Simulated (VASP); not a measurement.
# ZnS3 (Pm-3m) in VASP: a series of runs

Runs on ZnS3. Level: PBE. Tasks: single point.

All numbers are computed with VASP 6.6.1; they aren't measurements. Logs are shortened: lines on timing, memory, paths and dates and some standing lists are left out, and cuts for length are marked.

**1. The cell of the first run**

Symmetry: Pm-3m, No. 221, cubic system. Conventional cell: a = 4.074 Å, b = 4.074 Å, c = 4.074 Å, α = 90.00°, β = 90.00°, γ = 90.00°. Zn (site symmetry m-3m) has 12 S at 2.88 Å within 3.8 Å. S (site symmetry 4/mmm) has 4 Zn at 2.88 Å and 8 S at 2.88 Å within 3.8 Å.

**2. Single point, PBE**

INCAR

```
PREC = Accurate
ENCUT = 520
EDIFF = 1E-6
ISMEAR = 0
SIGMA = 0.1
LREAL = False
LASPH = True
NELM = 80
ALGO = Normal
ISIF = 2
LWAVE = False
LCHARG = False
GGA = PE
NBANDS = 23
```

KPOINTS

```
regular mesh
0
Gamma
  4 4 4
```

POSCAR

```
ZnS3
1.0
    4.0742138438      0.0000000000      0.0000000000
    0.0000000000      4.0742138438      0.0000000000
    0.0000000000      0.0000000000      4.0742138438
Zn S
1 3
Direct
    0.0000000000      0.0000000000      0.0000000000
    0.0000000000      0.5000000000      0.5000000000
    0.5000000000      0.0000000000      0.5000000000
    0.5000000000      0.5000000000      0.0000000000
```

Potentials or basis: VASP PAW PBE potentials, release 64 (Zn, S).

The run is started by

```console
$ cat potpaw_PBE.64/Zn/POTCAR potpaw_PBE.64/S/POTCAR > POTCAR
$ mpirun -np 1 vasp_std > vasp.out
```

OUTCAR:

```text
PREC = Accurate
   ENCUT = 520
   EDIFF = 1E-6
   ISMEAR = 0
   LREAL = False
   LASPH = True
   NELM = 80
   ISIF = 2
   GGA = PE

 ion  position               nearest neighbor table
   1  0.000  0.000  0.000-   2 2.88   3 2.88   4 2.88   2 2.88   3 2.88   2 2.88   4 2.88   2 2.88
                             3 2.88   4 2.88   3 2.88   4 2.88
   2  0.000  0.500  0.500-   1 2.88   1 2.88   1 2.88   1 2.88
   3  0.500  0.000  0.500-   1 2.88   1 2.88   1 2.88   1 2.88
   4  0.500  0.500  0.000-   1 2.88   1 2.88   1 2.88   1 2.88

  LATTYP: Found a simple cubic cell.
 ALAT       =     4.0742138438

  Lattice vectors:

 A1 = (   4.0742138438,   0.0000000000,   0.0000000000)
 A2 = (   0.0000000000,   4.0742138438,   0.0000000000)
 A3 = (   0.0000000000,   0.0000000000,   4.0742138438)

Analysis of symmetry for initial positions (statically):
=====================================================================
 Subroutine PRICEL returns:
 Original cell was already a primitive cell.

 Routine SETGRP: Setting up the symmetry group for a
 simple cubic supercell.

 Subroutine GETGRP returns: Found 48 space group operations
 (whereof 48 operations were pure point group operations)
 out of a pool of 48 trial point group operations.

The static configuration has the point symmetry O_h .

Analysis of symmetry for dynamics (positions and initial velocities):
=====================================================================
 Subroutine PRICEL returns:
 Original cell was already a primitive cell.

 Routine SETGRP: Setting up the symmetry group for a
 simple cubic supercell.

 Subroutine GETGRP returns: Found 48 space group operations
 (whereof 48 operations were pure point group operations)
 out of a pool of 48 trial point group operations.

The dynamic configuration has the point symmetry O_h .

 Subroutine INISYM returns: Found 48 space group operations
 (whereof 48 operations are pure point group operations),
 and found     1 'primitive' translations

----------------------------------------------------------------------------------------

                                     Primitive cell

  volume of cell :      67.6288

  direct lattice vectors                    reciprocal lattice vectors
     4.074213844  0.000000000  0.000000000     0.245446125  0.000000000  0.000000000
     0.000000000  4.074213844  0.000000000     0.000000000  0.245446125  0.000000000
     0.000000000  0.000000000  4.074213844     0.000000000  0.000000000  0.245446125

  length of vectors
     4.074213844  4.074213844  4.074213844     0.245446125  0.245446125  0.245446125

  position of ions in fractional coordinates (direct lattice)
     0.000000000  0.000000000  0.000000000
     0.000000000  0.500000000  0.500000000
     0.500000000  0.000000000  0.500000000
     0.500000000  0.500000000  0.000000000

  ion indices of the primitive-cell ions
   primitive index   ion index
                 1           1
                 2           2
                 3           3
                 4           4

----------------------------------------------------------------------------------------

 KPOINTS: regular mesh

Automatic generation of k-mesh.
 Grid dimensions read from file:
 generate k-points for:    4    4    4

 Generating k-lattice:

  Cartesian coordinates                     Fractional coordinates (reciprocal lattice)
     0.061361531  0.000000000  0.000000000     0.250000000  0.000000000  0.000000000
     0.000000000  0.061361531  0.000000000     0.000000000  0.250000000  0.000000000
     0.000000000  0.000000000  0.061361531     0.000000000  0.000000000  0.250000000

  Length of vectors
     0.061361531  0.061361531  0.061361531

  Shift w.r.t. Gamma in fractional coordinates (k-lattice)
     0.000000000  0.000000000  0.000000000

 Subroutine IBZKPT returns following result:
 ===========================================

 Found     10 irreducible k-points:

 Following reciprocal coordinates:
            Coordinates               Weight
  0.000000  0.000000  0.000000      1.000000
  0.250000  0.000000  0.000000      6.000000
  0.500000  0.000000  0.000000      3.000000
  0.250000  0.250000  0.000000     12.000000
  0.500000  0.250000  0.000000     12.000000
  0.500000  0.500000  0.000000      3.000000
  0.250000  0.250000  0.250000      8.000000
  0.500000  0.250000  0.250000     12.000000
  0.500000  0.500000  0.250000      6.000000
  0.500000  0.500000  0.500000      1.000000
   k-points           NKPTS =     10   k-points in BZ     NKDIM =     10   number of bands    NBANDS=     23
   number of dos      NEDOS =    301   number of ions     NIONS =      4
   total plane-waves  NPLWV =  27000
   dimension x,y,z NGX =    30 NGY =   30 NGZ =   30
   dimension x,y,z NGXF=    60 NGYF=   60 NGZF=   60
   ions per type =               1   3
   NGX,Y,Z   is equivalent  to a cutoff of  12.24, 12.24, 12.24 a.u.
   NGXF,Y,Z  is equivalent  to a cutoff of  24.48, 24.48, 24.48 a.u.
 SYSTEM =  unknown system
   PREC   = accura    normal or accurate (medium, high low for compatibility)
   ISTART =      0    job   : 0-new  1-cont  2-samecut
   ICHARG =      2    charge: 1-file 2-atom 10-const
   ISPIN  =      1    spin polarized calculation?
   LNONCOLLINEAR =      F non collinear calculations
   LSORBIT =      F    spin-orbit coupling
   LASPH  =      T    aspherical Exc in radial PAW
   ENCUT  =  520.0 eV  38.22 Ry    6.18 a.u.   7.58  7.58  7.58*2*pi/ulx,y,z
   NELM   =     80;   NELMIN=  2; NELMDL= -5     # of ELM steps
   EDIFF  = 0.1E-05   stopping-criterion for ELM
   LREAL  =      F    real-space projection
   EDIFFG = 0.1E-04   stopping-criterion for IOM
   NSW    =      0    number of steps for IOM
   IBRION =     -1    ionic relax: 0-MD 1-quasi-New 2-CG
   NFREE  =      0    steps in history (QN), initial steepest desc. (CG)
   ISIF   =      2    stress and relaxation
   ISYM   =      2    0-nonsym 1-usesym 2-fastsym
   POTIM  = 0.5000    time-step for ionic-motion
   TEBEG  =    0.0;   TEEND  =   0.0 temperature during run
   PSTRESS=    0.0 pullay stress
   NELECT =      30.0000    total number of electrons
   NUPDOWN=      -1.0000    fix difference up-down
   EMIN   =  10.00;   EMAX   =-10.00  energy-range for DOS
   EFERMI =   0.00;   METHOD = LEGACY
   ISMEAR =     0;   SIGMA  =   0.10  broadening in eV -4-tet -1-fermi 0-gaus
   EFERMI_NEDOS =   21; number of points for ismear=-14 and -15
   IALGO  =     38    algorithm
   IMIX   =      4    mixing-type and parameters
     AMIX     =   0.40;   BMIX     =  1.00
     AMIX_MAG =   1.60;   BMIX_MAG =  1.00
  volume/ion in A,a.u.               =      16.91       114.10
  Fermi-wavevector in a.u.,A,eV,Ry     =   1.248547  2.359411 21.209696  1.558869
  Thomas-Fermi vector in A             =   2.382628
   LORBIT       =      0    0 simple, 1 ext, 2 COOP (PROOUT), +10 PAW based schemes
   GGA     = PE    functional components
   LHFCALC =     F    Hartree Fock is set to
   AEXX    =    0.0000 exact exchange contribution
   IVDW    =     0    specifies the selected vdW correction
   LEPSILON=     F    determine dielectric tensor
   LRPA    =     F    only Hartree local field effects (RPA)
 non-spin polarized calculation
 Gauss-broadening in eV      SIGMA  =   0.10
  energy-cutoff  :      520.00
  volume of cell :       67.63
 maximum number of plane-waves:      1856
   NGX = 15   NGY = 15   NGZ = 15

 number of electron      29.9999988 magnetization

 Free energy of the ion-electron system (eV)
  ---------------------------------------------------
  ext. energy  EPLUGINS =         0.00000000
  ---------------------------------------------------
  free energy    TOTEN  =       -10.15261870 eV

  energy without entropy =      -10.13362958  energy(sigma->0) =      -10.14312414

 E-fermi :   5.8105     XC(G=0): -10.8455

 val. band max:        5.7870407504   @ k =   0.5000   0.2500   0.0000
 cond. band min:       5.9104905955   @ k =   0.5000   0.5000   0.2500
 fundamental gap:      0.1234498451
 Fermi energy:         5.8105187373

 k-point     1 :       0.0000    0.0000    0.0000
  band No.  band energies     occupation
      1      -9.9236      2.00000
      2      -5.4564      2.00000
      3      -5.4564      2.00000
      4      -1.2634      2.00000
      5      -1.2634      2.00000
      6      -1.2634      2.00000
[... 15 lines left out ...]
     22      12.4987      0.00000
     23      12.4987      0.00000

 k-point     2 :       0.2500    0.0000    0.0000
  band No.  band energies     occupation
      1      -9.5158      2.00000
      2      -6.4011      2.00000
      3      -5.3432      2.00000
      4      -1.3763      2.00000
      5      -1.3763      2.00000
      6      -1.2982      2.00000
[... 15 lines left out ...]
     22      12.8914      0.00000
     23      13.4527      0.00000

 k-point     3 :       0.5000    0.0000    0.0000
  band No.  band energies     occupation
      1      -8.7232      2.00000
      2      -7.6395      2.00000
      3      -5.2199      2.00000
      4      -1.4614      2.00000
      5      -1.4614      2.00000
      6      -1.4364      2.00000
[... 15 lines left out ...]
     22      13.5377      0.00000
     23      14.7862      0.00000

 k-point     4 :       0.2500    0.2500    0.0000
  band No.  band energies     occupation
      1      -9.1203      2.00000
      2      -6.4918      2.00000
      3      -5.8937      2.00000
      4      -1.4124      2.00000
      5      -1.3752      2.00000
      6      -1.3268      2.00000
[... 15 lines left out ...]
     22      13.2701      0.00000
     23      15.0089      0.00000

 k-point     5 :       0.5000    0.2500    0.0000
  band No.  band energies     occupation
      1      -8.3379      2.00000
      2      -7.4379      2.00000
      3      -5.9229      2.00000
      4      -1.4870      2.00000
      5      -1.4276      2.00000
      6      -1.3290      2.00000
[... 15 lines left out ...]
     22      15.4887      0.00000
     23      15.5110      0.00000

 k-point     6 :       0.5000    0.5000    0.0000
  band No.  band energies     occupation
      1      -7.3429      2.00000
      2      -7.2032      2.00000
      3      -7.2032      2.00000
      4      -1.8487      2.00000
      5      -1.3950      2.00000
      6      -1.3950      2.00000
[... 15 lines left out ...]
     22      15.3628      0.00000
     23      15.3628      0.00000

 k-point     7 :       0.2500    0.2500    0.2500
  band No.  band energies     occupation
      1      -8.7437      2.00000
      2      -6.3651      2.00000
      3      -6.3651      2.00000
      4      -1.5915      2.00000
      5      -1.3788      2.00000
      6      -1.3788      2.00000
[... 15 lines left out ...]
     22      13.8113      0.00000
     23      14.3339      0.00000

 k-point     8 :       0.5000    0.2500    0.2500
  band No.  band energies     occupation
      1      -7.9935      2.00000
      2      -7.2652      2.00000
      3      -6.2267      2.00000
      4      -1.4334      2.00000
      5      -1.4006      2.00000
      6      -1.3911      2.00000
[... 15 lines left out ...]
     22      14.9413      0.00000
     23      15.7073      0.00000

 k-point     9 :       0.5000    0.5000    0.2500
  band No.  band energies     occupation
      1      -7.1490      2.00000
      2      -7.0695      2.00000
      3      -7.0695      2.00000
      4      -1.5299      2.00000
      5      -1.3257      2.00000
      6      -1.3257      2.00000
[... 15 lines left out ...]
     22      15.5924      0.00000
     23      15.5924      0.00000

 k-point    10 :       0.5000    0.5000    0.5000
  band No.  band energies     occupation
      1      -6.9229      2.00000
      2      -6.9229      2.00000
      3      -6.9229      2.00000
      4      -1.4109      2.00000
      5      -1.2031      2.00000
      6      -1.2031      2.00000
[... 15 lines left out ...]
     22      15.2997      0.00000
     23      15.2997      0.00000

------------------------ aborting loop because EDIFF is reached ----------------------------------------

  FORCE on cell =-STRESS in cart. coord.  units (eV):
  Direction    XX          YY          ZZ          XY          YZ          ZX
  --------------------------------------------------------------------------------------
  -------------------------------------------------------------------------------------
  Total       -0.0217174     -0.0217174     -0.0217174     -0.0000000     -0.0000000     -0.0000000
  in kB       -0.5145019     -0.5145019     -0.5145019     -0.0000000     -0.0000000     -0.0000000
  external PRESSURE =      -0.5145019 kB  Pullay stress =       0.0000000 kB

 VOLUME and BASIS-vectors are now :
 -----------------------------------------------------------------------------
  energy-cutoff  :      520.00
  volume of cell :       67.63
      direct lattice vectors                 reciprocal lattice vectors
     4.074213844  0.000000000  0.000000000     0.245446125  0.000000000  0.000000000
     0.000000000  4.074213844  0.000000000     0.000000000  0.245446125  0.000000000
     0.000000000  0.000000000  4.074213844     0.000000000  0.000000000  0.245446125

 POSITION                                       TOTAL-FORCE (eV/Angst)
 -----------------------------------------------------------------------------------
      0.00000      0.00000      0.00000         0.000000      0.000000      0.000000
      0.00000      2.03711      2.03711         0.000000      0.000000      0.000000
      2.03711      0.00000      2.03711         0.000000      0.000000      0.000000
      2.03711      2.03711      0.00000         0.000000      0.000000      0.000000
 -----------------------------------------------------------------------------------
    total drift:                                0.000000      0.000000     -0.000000

  FREE ENERGIE OF THE ION-ELECTRON SYSTEM (eV)
  ---------------------------------------------------
  free  energy   TOTEN  =       -10.1526186985 eV

  energy  without entropy=      -10.1336295808  energy(sigma->0) =      -10.14312414
```

It took 6 s on 1 thread of Intel Xeon 6975P-C (Granite Rapids), shared host; peak memory 0.16 GiB.

Results:

```yaml
Free_energy: -10.1526 eV
Pressure: -0.1 GPa
Band_gap_on_the_k_mesh: zero (band 15 reaches 7.21 eV, above the bottom of band 16 at 5.30 eV)
```

Caveat: the k points lie up to 0.39 Å⁻¹ apart.

**3. Single point, PBE**

This run uses another cell than the first one, of 18.86 Å³/atom, 1.116 times its volume.

INCAR

```
  PREC = Accurate
  ENCUT = 520
  EDIFF = 1E-6
  ISMEAR = 0
  SIGMA = 0.1
  LREAL = False
  LASPH = True
  NELM = 100
  ALGO = Normal
  ISIF = 2
  LWAVE = False
  LCHARG = True
  GGA = PE
  LELF = True
  LVHAR = True
  NBANDS = 23
```

KPOINTS

```
Automatic mesh
0
Gamma
  4 4 4
```

POSCAR

```
ZnS3
1.0
    4.2257226371      0.0000000000      0.0000000000
    0.0000000000      4.2257226371      0.0000000000
    0.0000000000      0.0000000000      4.2257226371
Zn S
1 3
Direct
    0.0000000000      0.0000000000      0.0000000000
    0.0000000000      0.5000000000      0.5000000000
    0.5000000000      0.0000000000      0.5000000000
    0.5000000000      0.5000000000      0.0000000000
```

Potentials or basis: VASP PAW PBE potentials, release 64 (Zn, S).

The run is started by

```console
$ cat potpaw_PBE.64/Zn/POTCAR potpaw_PBE.64/S/POTCAR > POTCAR
$ mpirun -np 1 vasp_std > vasp.out
```

OUTCAR:

```text
PREC = Accurate
   ENCUT = 520
   EDIFF = 1E-6
   ISMEAR = 0
   LREAL = False
   LASPH = True
   NELM = 100
   ISIF = 2
   GGA = PE

 ion  position               nearest neighbor table
   1  0.000  0.000  0.000-
   2  0.000  0.500  0.500-
   3  0.500  0.000  0.500-
   4  0.500  0.500  0.000-

  LATTYP: Found a simple cubic cell.
 ALAT       =     4.2257226371

  Lattice vectors:

 A1 = (   4.2257226371,   0.0000000000,   0.0000000000)
 A2 = (   0.0000000000,   4.2257226371,   0.0000000000)
 A3 = (   0.0000000000,   0.0000000000,   4.2257226371)

Analysis of symmetry for initial positions (statically):
=====================================================================
 Subroutine PRICEL returns:
 Original cell was already a primitive cell.

 Routine SETGRP: Setting up the symmetry group for a
 simple cubic supercell.

 Subroutine GETGRP returns: Found 48 space group operations
[... 150 lines left out ...]
  ---------------------------------------------------
  free energy    TOTEN  =        -9.98687111 eV

  energy without entropy =       -9.96507595  energy(sigma->0) =       -9.97597353

 E-fermi :   4.4850     XC(G=0): -10.3251

 val. band max:        4.4706753282   @ k =   0.5000   0.2500   0.0000
 cond. band min:       4.5481805725   @ k =   0.5000   0.5000   0.2500
 fundamental gap:      0.0775052443
 Fermi energy:         4.4849580561

 k-point     1 :       0.0000    0.0000    0.0000
  band No.  band energies     occupation
      1     -10.2924      2.00000
      2      -6.6438      2.00000
      3      -6.6438      2.00000
      4      -2.3839      2.00000
      5      -2.3839      2.00000
      6      -2.3839      2.00000
[... 249 lines left out ...]
     22      13.7300      0.00000
     23      13.7300      0.00000

------------------------ aborting loop because EDIFF is reached ----------------------------------------

  FORCE on cell =-STRESS in cart. coord.  units (eV):
  Direction    XX          YY          ZZ          XY          YZ          ZX
  --------------------------------------------------------------------------------------
  -------------------------------------------------------------------------------------
  Total       -2.9230482     -2.9230482     -2.9230482     -0.0000000     -0.0000000     -0.0000000
  in kB      -62.0645467    -62.0645467    -62.0645467     -0.0000000     -0.0000000     -0.0000000
  external PRESSURE =     -62.0645467 kB  Pullay stress =       0.0000000 kB

 VOLUME and BASIS-vectors are now :
 -----------------------------------------------------------------------------
  energy-cutoff  :      520.00
  volume of cell :       75.46
      direct lattice vectors                 reciprocal lattice vectors
     4.225722637  0.000000000  0.000000000     0.236645915  0.000000000  0.000000000
     0.000000000  4.225722637  0.000000000     0.000000000  0.236645915  0.000000000
     0.000000000  0.000000000  4.225722637     0.000000000  0.000000000  0.236645915

 POSITION                                       TOTAL-FORCE (eV/Angst)
 -----------------------------------------------------------------------------------
      0.00000      0.00000      0.00000         0.000000      0.000000      0.000000
      0.00000      2.11286      2.11286         0.000000      0.000000      0.000000
      2.11286      0.00000      2.11286         0.000000      0.000000      0.000000
      2.11286      2.11286      0.00000         0.000000      0.000000      0.000000
 -----------------------------------------------------------------------------------
    total drift:                                0.000000     -0.000000     -0.000000

  FREE ENERGIE OF THE ION-ELECTRON SYSTEM (eV)
  ---------------------------------------------------
  free  energy   TOTEN  =        -9.9868711082 eV

  energy  without entropy=       -9.9650759526  energy(sigma->0) =       -9.97597353
```

OSZICAR:

```text
N       E                     dE             d eps       ncg     rms          rms(c)
DAV:   1     0.194980862590E+03    0.19498E+03   -0.13888E+04   460   0.138E+03
DAV:   2     0.823520585915E+01   -0.18675E+03   -0.17402E+03   504   0.303E+02
DAV:   3    -0.998464861105E+01   -0.18220E+02   -0.17564E+02   551   0.904E+01
DAV:   4    -0.104079303294E+02   -0.42328E+00   -0.42144E+00   573   0.145E+01
DAV:   5    -0.104160150158E+02   -0.80847E-02   -0.80836E-02   597   0.201E+00    0.100E+01
DAV:   6    -0.100486292713E+02    0.36739E+00   -0.61208E-01   591   0.216E+01    0.642E+00
DAV:   7    -0.998893589829E+01    0.59693E-01   -0.18975E-01   551   0.355E+00    0.171E+00
DAV:   8    -0.998731079469E+01    0.16251E-02   -0.12951E-02   586   0.702E-01    0.277E-01
DAV:   9    -0.998681190901E+01    0.49889E-03   -0.21376E-03   551   0.300E-01    0.636E-02
DAV:  10    -0.998685604649E+01   -0.44137E-04   -0.12395E-04   600   0.768E-02    0.372E-02
DAV:  11    -0.998687171260E+01   -0.15666E-04   -0.20971E-05   544   0.381E-02    0.391E-03
DAV:  12    -0.998687110824E+01    0.60436E-06   -0.60255E-07   433   0.722E-03
   1 F= -.99868711E+01 E0= -.99759735E+01  d E =-.217952E-01
```

It took 5.7 s on 1 thread of Intel Xeon 6975P-C (Granite Rapids), shared host; peak memory 0.17 GiB.

What came out:

| Quantity | Value |
| --- | --- |
| Free energy | -9.9869 eV |
| Pressure | -6.2 GPa |
| Band gap on the k mesh | zero (band 15 reaches 5.65 eV, above the bottom of band 16 at 4.14 eV) |

Caveat: the k points lie up to 0.37 Å⁻¹ apart.
